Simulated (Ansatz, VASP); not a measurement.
## Hg: VASP beside Ansatz

INCAR

```
ALGO = Fast ; EDIFF = 1E-7
ENCUT = 520 ; GGA = PS
ISIF = 2 ; ISMEAR = 0
LASPH = True ; LCHARG = True
LELF = True ; LREAL = False
LVHAR = True ; LWAVE = False
NBANDS = 12 ; NELM = 100
PREC = Accurate ; SIGMA = 0.05
```

Contents of KPOINTS:

```
k-points
0
Gamma
  10 10 4
```

The input POSCAR:

```
Hg
1.0
    3.0637466888      0.0005966067     -0.0000002044
    1.5309294589      2.6570946376      0.0000027342
    0.0082737613      1.6952117226      8.1839369969
Hg
1
Direct
    0.5000000000      0.0000000000      0.0000000000
```

Input for Ansatz:

```yaml
crystal:
  lattice:
    - [3.0637466888, 0.0005966067, -2.044e-07]
    - [1.5309294589, 2.6570946376, 2.7342e-06]
    - [0.0082737613, 1.6952117226, 8.1839369969]
  atoms:
    - { symbol: Hg, position: [0.5, 0.0, 0.0] }
basis:
  ecutwfc: 420
kpoints:
  mp_grid: { grid: [10, 10, 4] }
hamiltonian:
  xc: pbesol
scf:
  occupations: { method: gaussian, width: 0.05 }
output:
  forces: true
  stress: true
  eigenvalues: true
```

Change from the starting cell: strain -0.050 along x and y, -0.050 along z, atoms carried along.

Alike in both runs: task single point; functional PBEsol; k mesh 10 × 10 × 4; occupations gaussian, width 0.05 eV; no spin polarisation.

|  | VASP | Ansatz |
| --- | --- | --- |
| version | VASP 6.6.1 | Ansatz 0.2.0 |
| potentials or method | VASP PAW PBE potentials, release 64 (Hg), cutoff 520 eV | scalar-relativistic, plane waves, PAW |
| valence electrons in the cell | 12 | 20 |

Ansatz gave:

* gap on the k mesh at the Fermi level (eV): none
* pressure (GPa): 0.5
* traceless stress, the component that is largest in VASP (GPa): -0.49

Q: Estimate VASP's values.

A: gap on the k mesh at the Fermi level (eV): none; pressure (GPa): 0.6; traceless stress, the component that is largest in VASP (GPa): -0.66.

VASP's potentials were made for PBE, not for PBEsol. A gap of «none» marks a metal or a gap that the smearing closes. VASP's potentials hold 12 valence electrons a cell and Ansatz's 20, so a difference there can come from the potentials and not from the codes.

Spin-orbit coupling is off throughout.
